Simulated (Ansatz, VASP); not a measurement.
## CsSnI3: VASP beside Ansatz

```xyz
5
Lattice="6.2415 0.0000 0.0000 0.0000 6.2415 0.0000 0.0000 0.0000 6.0542" Properties=species:S:1:pos:R:3 pbc="T T T"
Cs    0.0000    0.0000    0.0000
Sn    3.1207    3.1207    3.0271
I     3.1207    3.1207    0.0000
I     3.1207    0.0000    3.0271
I     0.0000    3.1207    3.0271
```

Change from the starting cell: uniaxial_z strain -3.0%.

Alike in both runs: task single point; functional r2SCAN; k mesh 4 × 4 × 4; no spin polarisation.

|  | VASP | Ansatz |
| --- | --- | --- |
| version | VASP 6.6.1 | Ansatz 0.2.0 |
| potentials or method | VASP PAW PBE potentials, release 64 (Cs_sv, Sn_d, I) | plane waves, PAW |
| plane-wave cutoff (eV) | 520 | 500 |
| occupations | gaussian, width 0.01 eV | fixed |
| valence electrons in the cell | 44 | 74 |

|  | VASP | Ansatz | Ansatz less VASP |
| --- | --- | --- | --- |
| gap on the k mesh at the Fermi level (eV) | 0.27 | 0.27 | +0.001 |
| pressure (GPa) | 0.6 | 0.6 | 0.00 |
| traceless stress, the component that is largest in VASP (GPa) | 0.89 | 0.89 | -0.001 |

VASP's potentials were made for PBE, not for r2SCAN. VASP's potentials hold 44 valence electrons a cell and Ansatz's 74, so a difference there can come from the potentials and not from the codes.

Neither program's run includes spin-orbit coupling.
